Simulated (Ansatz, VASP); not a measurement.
BaS: VASP beside Ansatz

Contents of INCAR:

```
  ALGO = Normal
  EDIFF = 1E-6
  ENCUT = 500
  GGA = PE
  GGA_COMPAT = F
  ISIF = 2
  ISMEAR = -1
  LASPH = T
  LCHARG = F
  LREAL = F
  LWAVE = F
  NBANDS = 15
  NELM = 120
  PREC = Accurate
  SIGMA = 0.1
```

File KPOINTS:

```
k-points
0
Gamma
  3 3 3
```

Contents of POSCAR:

```
BaS
1.0
    0.0000000000      3.1937500000      3.1937500000
    3.1937500000      0.0000000000      3.1937500000
    3.1937500000      3.1937500000      0.0000000000
Ba S
1 1
Direct
    0.0240574513     -0.0501507045     -0.0225366121
    0.5046841437      0.5166308430      0.4834273593
```

Input for Ansatz:

```yaml
crystal:
  lattice:
    - [0.0, 3.19375, 3.19375]
    - [3.19375, 0.0, 3.19375]
    - [3.19375, 3.19375, 0.0]
  atoms:
    - { symbol: Ba, position: [0.02405745130789992, -0.05015070452644259, -0.022536612093175683] }
    - { symbol: S, position: [0.5046841436760596, 0.5166308430082901, 0.4834273592976157] }
basis:
  ecutwfc: 630.0
kpoints:
  mp_grid:
    grid: [3, 3, 3]
hamiltonian:
  xc: pbe
  pseudopotentials:
    kind: paw
scf:
  occupations:
    method: fermi_dirac
output:
  forces: true
```

Alike in both runs: task single point; functional PBE; k mesh 3 × 3 × 3; no spin polarisation.

```csv
,VASP,Ansatz
version,VASP 6.6.1,Ansatz 0.2.0
potentials or method,"VASP PAW PBE potentials, release 64 (Ba_sv, S), cutoff 500 eV","plane waves, PAW"
occupations,"fermi-dirac, width 0.1 eV",fermi-dirac
valence electrons in the cell,16,16
```

```tsv
	VASP	Ansatz	Ansatz less VASP
rms of the force components (eV/Å)	0.348	0.321	-0.0268
```

Atom by atom the forces differ by 0.027 eV/Å (rms over components).

The k mesh is coarse, so the values compare programs but aren't converged. Spin-orbit coupling is off throughout.
